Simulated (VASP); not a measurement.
# Sn (Fd-3m) in VASP: further runs

Aim: see how the results for Sn move with the level of theory and the settings. Levels: r2SCAN+D4, r2SCAN+rVV10. Tasks: relaxation of cell and atoms.

Everything below comes from runs of VASP 6.6.1. Logs are shortened: lines on timing, memory, paths and dates and some standing lists are left out, and cuts for length are marked.

**1. The cell of the first run**

It takes space group Fd-3m (No. 227, cubic). The conventional cell has a = 6.467 Å, b = 6.467 Å, c = 6.467 Å, α = 90.00°, β = 90.00°, γ = 90.00°. Within 3.7 Å of Sn (site symmetry -43m) lie 4 Sn at 2.80 Å.

This isn't the form of Sn at room conditions, which is tetragonal (white tin).

**2. Relaxation of cell and atoms, r2SCAN+D4**

POSCAR reads:

```
Sn
1.0
    0.0000000000      3.2333428000      3.2333428000
    3.2333428000      0.0000000000      3.2333428000
    3.2333428000      3.2333428000      0.0000000000
Sn
2
Direct
    0.7500000000      0.7500000000      0.7500000000
    0.5000000000      0.5000000000      0.5000000000
```

INCAR.step1 reads:

```
SYSTEM = Sn
PREC = Accurate ; ENCUT = 600
ISMEAR = -1 ; SIGMA = 0.05
LREAL = .FALSE. ; LASPH = .TRUE.
NELM = 100 ; GGA = PE
ALGO = Normal ; EDIFF = 1E-4
LWAVE = .TRUE. ; LCHARG = .FALSE.
```

INCAR.step2 reads:

```
SYSTEM = Sn
PREC = Accurate ; ENCUT = 600
EDIFF = 1E-6 ; ISMEAR = -1
SIGMA = 0.05 ; LREAL = .FALSE.
LASPH = .TRUE. ; NELM = 100
ALGO = Normal ; ISIF = 3
LWAVE = .FALSE. ; LCHARG = .FALSE.
METAGGA = R2SCAN ; LMIXTAU = .TRUE.
IVDW = 13 ; VDW_S6 = 1.0
VDW_S8 = 0.6018749 ; VDW_A1 = 0.51559235
VDW_A2 = 5.77342911 ; IBRION = 2
NSW = 60 ; EDIFFG = -0.01
ISTART = 1
```

KPOINTS reads:

```
Automatic mesh
0
G
  7 7 7
  0 0 0
```

Potentials or basis: VASP PAW PBE potentials, release 64 (Sn_d).

Command:

```sh
$ cat potpaw_PBE.64/Sn_d/POTCAR > POTCAR
$ cp INCAR.step1 INCAR
$ mpirun -np 1 vasp_std > vasp.out
$ cp INCAR.step2 INCAR
$ mpirun -np 1 vasp_std > vasp.out
```

OUTCAR:

```text
SYSTEM = Sn
   PREC = Accurate
   ENCUT = 600
   EDIFF = 1E-6
   ISMEAR = -1
   LREAL = .FALSE.
   LASPH = .TRUE.
   NELM = 100
   ISIF = 3
   METAGGA = R2SCAN
   IVDW = 13
   IBRION = 2
   NSW = 60
   EDIFFG = -0.01
   ISTART = 1

 ion  position               nearest neighbor table
   1  0.750  0.750  0.750-   2 2.80   2 2.80   2 2.80   2 2.80
   2  0.500  0.500  0.500-   1 2.80   1 2.80   1 2.80   1 2.80

  LATTYP: Found a face centered cubic cell.
 ALAT       =     6.4666856000

  Lattice vectors:

 A1 = (   0.0000000000,   3.2333428000,   3.2333428000)
 A2 = (   3.2333428000,   0.0000000000,   3.2333428000)
 A3 = (   3.2333428000,   3.2333428000,   0.0000000000)

Analysis of symmetry for initial positions (statically):
=====================================================================
 Subroutine PRICEL returns:
 Original cell was already a primitive cell.

 Routine SETGRP: Setting up the symmetry group for a
 face centered cubic supercell.

 Subroutine GETGRP returns: Found 48 space group operations
 (whereof 24 operations were pure point group operations)
 out of a pool of 48 trial point group operations.

The static configuration has the point symmetry T_d .
 The point group associated with its full space group is O_h .

Analysis of symmetry for dynamics (positions and initial velocities):
=====================================================================
 Subroutine PRICEL returns:
 Original cell was already a primitive cell.

 Routine SETGRP: Setting up the symmetry group for a
 face centered cubic supercell.

 Subroutine GETGRP returns: Found 48 space group operations
 (whereof 24 operations were pure point group operations)
 out of a pool of 48 trial point group operations.

The dynamic configuration has the point symmetry T_d .
 The point group associated with its full space group is O_h .

 Subroutine INISYM returns: Found 48 space group operations
 (whereof 24 operations are pure point group operations),
 and found     1 'primitive' translations

----------------------------------------------------------------------------------------

                                     Primitive cell

  volume of cell :      67.6060

  direct lattice vectors                    reciprocal lattice vectors
     0.000000000  3.233342800  3.233342800    -0.154638723  0.154638723  0.154638723
     3.233342800  0.000000000  3.233342800     0.154638723 -0.154638723  0.154638723
     3.233342800  3.233342800  0.000000000     0.154638723  0.154638723 -0.154638723

  length of vectors
     4.572637240  4.572637240  4.572637240     0.267842124  0.267842124  0.267842124

  position of ions in fractional coordinates (direct lattice)
     0.750000000  0.750000000  0.750000000
     0.500000000  0.500000000  0.500000000

  ion indices of the primitive-cell ions
   primitive index   ion index
                 1           1
                 2           2

----------------------------------------------------------------------------------------

 KPOINTS: Automatic mesh

Automatic generation of k-mesh.
 Grid dimensions read from file:
 generate k-points for:    7    7    7

 Generating k-lattice:

  Cartesian coordinates                     Fractional coordinates (reciprocal lattice)
    -0.022091246  0.022091246  0.022091246     0.142857143  0.000000000  0.000000000
     0.022091246 -0.022091246  0.022091246     0.000000000  0.142857143  0.000000000
     0.022091246  0.022091246 -0.022091246     0.000000000  0.000000000  0.142857143

  Length of vectors
     0.038263161  0.038263161  0.038263161

  Shift w.r.t. Gamma in fractional coordinates (k-lattice)
     0.000000000  0.000000000  0.000000000

 Subroutine IBZKPT returns following result:
 ===========================================

 Found     20 irreducible k-points:

 Following reciprocal coordinates:
            Coordinates               Weight
  0.000000  0.000000  0.000000      1.000000
  0.142857  0.000000  0.000000      8.000000
  0.285714  0.000000  0.000000      8.000000
  0.428571  0.000000  0.000000      8.000000
  0.142857  0.142857  0.000000      6.000000
  0.285714  0.142857  0.000000     24.000000
[... 12 lines left out ...]
 -0.428571  0.428571  0.142857     24.000000
 -0.285714  0.428571  0.142857     24.000000
   k-points           NKPTS =     20   k-points in BZ     NKDIM =     20   number of bands    NBANDS=     18
   number of dos      NEDOS =    301   number of ions     NIONS =      2
   total plane-waves  NPLWV =  64000
   dimension x,y,z NGX =    40 NGY =   40 NGZ =   40
   dimension x,y,z NGXF=    80 NGYF=   80 NGZF=   80
   ions per type =               2
   NGX,Y,Z   is equivalent  to a cutoff of  14.54, 14.54, 14.54 a.u.
   NGXF,Y,Z  is equivalent  to a cutoff of  29.09, 29.09, 29.09 a.u.
 SYSTEM =  Sn
   PREC   = accura    normal or accurate (medium, high low for compatibility)
   ISTART =      1    job   : 0-new  1-cont  2-samecut
   ICHARG =      0    charge: 1-file 2-atom 10-const
   ISPIN  =      1    spin polarized calculation?
   LNONCOLLINEAR =      F non collinear calculations
   LSORBIT =      F    spin-orbit coupling
   LASPH  =      T    aspherical Exc in radial PAW
   ENCUT  =  600.0 eV  44.10 Ry    6.64 a.u.   9.13  9.13  9.13*2*pi/ulx,y,z
   NELM   =    100;   NELMIN=  2; NELMDL=  0     # of ELM steps
   EDIFF  = 0.1E-05   stopping-criterion for ELM
   LREAL  =      F    real-space projection
   EDIFFG = -.1E-01   stopping-criterion for IOM
   NSW    =     60    number of steps for IOM
   IBRION =      2    ionic relax: 0-MD 1-quasi-New 2-CG
   NFREE  =      1    steps in history (QN), initial steepest desc. (CG)
   ISIF   =      3    stress and relaxation
   ISYM   =      2    0-nonsym 1-usesym 2-fastsym
   POTIM  = 0.5000    time-step for ionic-motion
   TEBEG  =    0.0;   TEEND  =   0.0 temperature during run
   PSTRESS=    0.0 pullay stress
   NELECT =      28.0000    total number of electrons
   NUPDOWN=      -1.0000    fix difference up-down
   EMIN   =  10.00;   EMAX   =-10.00  energy-range for DOS
   EFERMI =   0.00;   METHOD = LEGACY
   ISMEAR =    -1;   SIGMA  =   0.05  broadening in eV -4-tet -1-fermi 0-gaus
   EFERMI_NEDOS =   21; number of points for ismear=-14 and -15
   IALGO  =     38    algorithm
   IMIX   =      4    mixing-type and parameters
     AMIX     =   0.40;   BMIX     =  1.00
     AMIX_MAG =   1.60;   BMIX_MAG =  1.00
  volume/ion in A,a.u.               =      33.80       228.11
  Fermi-wavevector in a.u.,A,eV,Ry     =   1.220298  2.306028 20.260793  1.489126
  Thomas-Fermi vector in A             =   2.355520
   LORBIT       =      0    0 simple, 1 ext, 2 COOP (PROOUT), +10 PAW based schemes
   METAGGA = R2SCAN    functional components
   LHFCALC =     F    Hartree Fock is set to
   AEXX    =    0.0000 exact exchange contribution
   IVDW    =    13    specifies the selected vdW correction
   LEPSILON=     F    determine dielectric tensor
   LRPA    =     F    only Hartree local field effects (RPA)
 conjugate gradient relaxation of ions
 non-spin polarized calculation
  energy-cutoff  :      600.00
  volume of cell :       67.61
 maximum number of plane-waves:      2281
 NGX is ok and might be reduce to    40
   NGX = 19   NGY = 19   NGZ = 19

--------------------------------------- Ionic step        1  -------------------------------------------

 number of electron      28.0000005 magnetization

 Free energy of the ion-electron system (eV)
  ---------------------------------------------------
  ext. energy  EPLUGINS =         0.00000000
  ---------------------------------------------------
  free energy    TOTEN  =       -49.46083625 eV

  energy without entropy =      -49.45990429  energy(sigma->0) =      -49.46037027

------------------------ aborting loop because EDIFF is reached ----------------------------------------

  DFT-D4 for vdW energy calculation

  Edisp (eV):   -0.22806

  FORCE on cell =-STRESS in cart. coord.  units (eV):
  Direction    XX          YY          ZZ          XY          YZ          ZX
  --------------------------------------------------------------------------------------
  -------------------------------------------------------------------------------------
  Total       0.74238     0.74238     0.74238     0.00000     0.00000    -0.00000
  in kB      17.59351    17.59351    17.59351     0.00000     0.00000    -0.00000
  external pressure =       17.59 kB  Pullay stress =        0.00 kB

 VOLUME and BASIS-vectors are now :
 -----------------------------------------------------------------------------
  energy-cutoff  :      600.00
  volume of cell :       67.61
      direct lattice vectors                 reciprocal lattice vectors
     0.000000000  3.233342800  3.233342800    -0.154638723  0.154638723  0.154638723
     3.233342800  0.000000000  3.233342800     0.154638723 -0.154638723  0.154638723
     3.233342800  3.233342800  0.000000000     0.154638723  0.154638723 -0.154638723
[... 41 lines left out ...]
 POSITION                                       TOTAL-FORCE (eV/Angst)
 -----------------------------------------------------------------------------------
      4.93686      4.93686      4.93686         0.000000     -0.000000     -0.000000
      3.29124      3.29124      3.29124        -0.000000      0.000000      0.000000
 -----------------------------------------------------------------------------------
    total drift:                               -0.000000     -0.000000      0.000000

  FREE ENERGIE OF THE ION-ELECTRON SYSTEM (eV)
  ---------------------------------------------------
  free  energy   TOTEN  =       -49.6990685567 eV

  energy  without entropy=      -49.6975797808  energy(sigma->0) =      -49.69832417

--------------------------------------- Ionic step        3  -------------------------------------------

 number of electron      28.0000002 magnetization

 Free energy of the ion-electron system (eV)
  ---------------------------------------------------
  ext. energy  EPLUGINS =         0.00000000
  ---------------------------------------------------
  free energy    TOTEN  =       -49.48123425 eV

  energy without entropy =      -49.47992364  energy(sigma->0) =      -49.48057895

 E-fermi :   5.3114     XC(G=0):  -9.4709

 val. band max:        4.9638841103   @ k =   0.1429   0.0000   0.0000
 cond. band min:       5.3204205178   @ k =   0.0000   0.0000   0.0000
 fundamental gap:      0.3565364075
 Fermi energy:         5.3114319168

 k-point     1 :       0.0000    0.0000    0.0000
  band No.  band energies     occupation
      1     -17.0376      2.00000
      2     -17.0376      2.00000
      3     -17.0376      2.00000
      4     -16.9745      2.00000
      5     -16.9745      2.00000
      6     -16.6714      2.00000
[... 10 lines left out ...]
     17       7.5344      0.00000
     18       7.5344      0.00000
[... 423 lines left out ...]
 POSITION                                       TOTAL-FORCE (eV/Angst)
 -----------------------------------------------------------------------------------
      4.90835      4.90835      4.90835         0.000000      0.000000      0.000000
      3.27223      3.27223      3.27223        -0.000000     -0.000000     -0.000000
 -----------------------------------------------------------------------------------
    total drift:                               -0.000000     -0.000000      0.000000

  FREE ENERGIE OF THE ION-ELECTRON SYSTEM (eV)
  ---------------------------------------------------
  free  energy   TOTEN  =       -49.7019669311 eV

  energy  without entropy=      -49.7006563207  energy(sigma->0) =      -49.70131163

 reached required accuracy - stopping structural energy minimisation
```

Run time: 3.8 min. Hardware: 1 thread of Intel Xeon Platinum 8488C (Sapphire Rapids), shared host; peak memory 0.26 GiB.

What came out:

```
Free energy                           : -49.7020 eV
Relaxed volume                        : 35.04 Å³/atom
Relaxed cell                          : a = 4.628 Å, b = 4.628 Å, c = 4.628 Å, α = 60.00°, β = 60.00°, γ = 60.00°
Space group after relaxing (to 0.1 Å) : Fd-3m (No. 227)
Energy gained by relaxing             : 6.5 meV/atom
Ionic steps                           : 3
Pressure after relaxing               : 0.0 GPa
Band gap on the k mesh                : zero (filled and empty bands touch)
Dispersion energy per atom            : -0.110 eV
```

The path:
| step | energy change (eV) | largest force (eV/Å) | pressure (GPa) | volume (Å³) |
| --- | --- | --- | --- | --- |
| 1 | 0.0000 | 0.0000 | 1.76 | 67.61 |
| 2 | -0.0102 | 0.0000 | -0.72 | 71.30 |
| 3 | -0.0131 | 0.0000 | 0.00 | 70.07 |

Final structure:
```yaml
crystal:
  lattice:
    - [0.00000, 3.27223, 3.27223]
    - [3.27223, 0.00000, 3.27223]
    - [3.27223, 3.27223, 0.00000]
  atoms:
    - { symbol: Sn, position: [0.75000, 0.75000, 0.75000] }
    - { symbol: Sn, position: [0.50000, 0.50000, 0.50000] }
```

Levels at points of the mesh, in eV from the Fermi level:
```csv
k point,band 10,band 11,band 12,band 13,band 14,band 15,band 16,band 17,band 18
"(0.00, 0.00, 0.00)",-21.97,-10.95,-0.54,0.01,0.01,0.01,2.22,2.22,2.22
```

Caveat: the PAW data sets were made with another functional, which shifts forces and pressure a little; spin-orbit coupling is left out, which moves the levels of the heavy elements. Zero-point motion and thermal expansion aren't in these numbers.

**3. Relaxation of cell and atoms, r2SCAN+rVV10**

POSCAR is that of step 2.

INCAR.step1 reads:

```
ALGO = Normal ; EDIFF = 1E-4
ENCUT = 600 ; GGA = PE
ISMEAR = -1 ; LASPH = T
LCHARG = F ; LREAL = F
LWAVE = T ; NELM = 100
PREC = Accurate ; SIGMA = 0.05
```

INCAR.step2 reads:

```
ALGO = Normal ; BPARAM = 11.95
CPARAM = 0.0093 ; EDIFF = 1E-7
EDIFFG = -0.01 ; ENCUT = 600
IBRION = 2 ; ISIF = 3
ISMEAR = -1 ; ISTART = 1
IVDW_NL = 2 ; LASPH = T
LCHARG = F ; LMIXTAU = T
LREAL = F ; LUSE_VDW = T
LWAVE = F ; METAGGA = R2SCAN
NELM = 100 ; NSW = 60
PREC = Accurate ; SIGMA = 0.05
```

KPOINTS reads:

```
k-points
0
Gamma
  7 7 7
```

Potentials or basis: VASP PAW PBE potentials, release 64 (Sn_d).

Command:

```sh
$ cat potpaw_PBE.64/Sn_d/POTCAR > POTCAR
$ cp INCAR.step1 INCAR
$ mpirun -np 1 vasp_std > vasp.out
$ cp INCAR.step2 INCAR
$ mpirun -np 1 vasp_std > vasp.out
```

Wall time 8 min (1 thread of Intel Xeon Platinum 8488C (Sapphire Rapids), shared host); peak memory 0.49 GiB.

Results (log left out):

- Free energy: -48.6685 eV
- Relaxed volume: 34.92 Å³/atom
- Relaxed cell: a = 4.622 Å, b = 4.622 Å, c = 4.622 Å, α = 60.00°, β = 60.00°, γ = 60.00°
- Space group after relaxing (to 0.1 Å): Fd-3m (No. 227)
- Energy gained by relaxing: 5.4 meV/atom
- Ionic steps: 3
- Pressure after relaxing: 0.0 GPa
- Band gap on the k mesh: zero (filled and empty bands touch)

Step by step:
| step | energy change (eV) | largest force (eV/Å) | pressure (GPa) | volume (Å³) |
| --- | --- | --- | --- | --- |
| 1 | 0.0000 | 0.0000 | 1.60 | 67.61 |
| 2 | -0.0083 | 0.0000 | -0.69 | 70.96 |
| 3 | -0.0108 | 0.0000 | 0.00 | 69.83 |

Final structure:
```
Sn
1.0
     0.00000    3.26849    3.26849
     3.26849    0.00000    3.26849
     3.26849    3.26849    0.00000
Sn
2
Direct
  0.75000 0.75000 0.75000
  0.50000 0.50000 0.50000
```

Levels at points of the mesh, in eV from the Fermi level:
| k point | band 11 | band 12 | band 13 | band 14 | band 15 | band 16 | band 17 | band 18 |
| --- | --- | --- | --- | --- | --- | --- | --- | --- |
| (0.00, 0.00, 0.00) | -10.98 | -0.50 | 0.02 | 0.02 | 0.02 | 2.22 | 2.22 | 2.22 |

Caveat: the PAW data sets were made with another functional, which shifts forces and pressure a little; spin-orbit coupling is left out, which moves the levels of the heavy elements.

The gap in the log of VASP goes by the Fermi energy; the results here count the filled bands.